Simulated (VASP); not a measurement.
BaF2, 3 atoms in the cell. The structure is cubic, space group Fm-3m (No. 225). Conventional cell: a = 6.176 Å, b = 6.176 Å, c = 6.176 Å, α = 90.00°, β = 90.00°, γ = 90.00°. Ba (site symmetry m-3m) has 8 F at 2.67 Å within 3.5 Å. Within 3.5 Å of F (site symmetry -43m) lie 4 Ba at 2.67 Å and 6 F at 3.09 Å. 

| Item | Value |
| --- | --- |
| Program | VASP 6.6.1 |
| Task | phonons |
| Functional | PBEsol |
| Potentials or basis | VASP PAW PBE potentials, release 64 (Ba_sv, F) |
| Cutoff | 600 eV |
| k mesh | 8 × 8 × 8 |
| Occupations | gaussian, width 0.03 eV |
| Spin | no spin polarisation |
| By perturbation theory | no |
| Further INCAR settings | ALGO = Fast; EDIFF = 1e-08; IBRION = 6; POTIM = 0.015; NSW = 1 |

Potentials or basis: VASP PAW PBE potentials, release 64 (Ba_sv, F).

The run is started by

```bash
$ cat potpaw_PBE.64/Ba_sv/POTCAR potpaw_PBE.64/F/POTCAR > POTCAR
$ cp INCAR.step1 INCAR
$ mpirun -np 2 vasp_std > vasp.out
$ cp CONTCAR POSCAR
$ cp INCAR.step2 INCAR
$ mpirun -np 2 vasp_std > vasp.out
```

Hardware: 2 MPI ranks on AMD EPYC 7R43 64-Core Processor (Zen 3), with other jobs on the host.

**Question.** Estimate the wall time of this run.

**Answer.** Run time: 8.7 min on 2 MPI ranks on AMD EPYC 7R43 64-Core Processor (Zen 3) (shared host), peak memory 0.34 GiB a rank. Counts: k points 29, ion steps 1.
